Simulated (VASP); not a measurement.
The system is MgS (Niningerite).

```
Mg S
1.0
     0.00000    2.60152    2.60152
     2.60152    0.00000    2.60152
     2.60152    2.60152    0.00000
Mg S
1 1
Direct
  0.00000 0.00000 0.00000
  0.50000 0.50000 0.50000
```

Base run:

- Program: VASP 6.6.1
- Functional: r2SCAN
- Dispersion: rVV10
- Potentials or basis: VASP PAW PBE potentials, release 64 (Mg, S)
- Cutoff: 520 eV
- k mesh: 6 × 6 × 6
- Occupations: gaussian, width 0.01 eV
- Spin: no spin polarisation

Its results: band gap on the k mesh 3.41 eV, indirect (least direct gap 4.58 eV); pressure -1.0 GPa.

Task: The run is repeated on the same cell with these changes: dispersion from rVV10 to none. What comes out?

Result: Band gap on the k mesh 3.43 eV, indirect (least direct gap 4.62 eV); pressure -0.4 GPa.

Dispersion adds attraction, which lowers the pressure at fixed volume.

Caveats: the PAW data sets were made with another functional, which shifts forces and pressure a little.

A k mesh can miss the band edges.
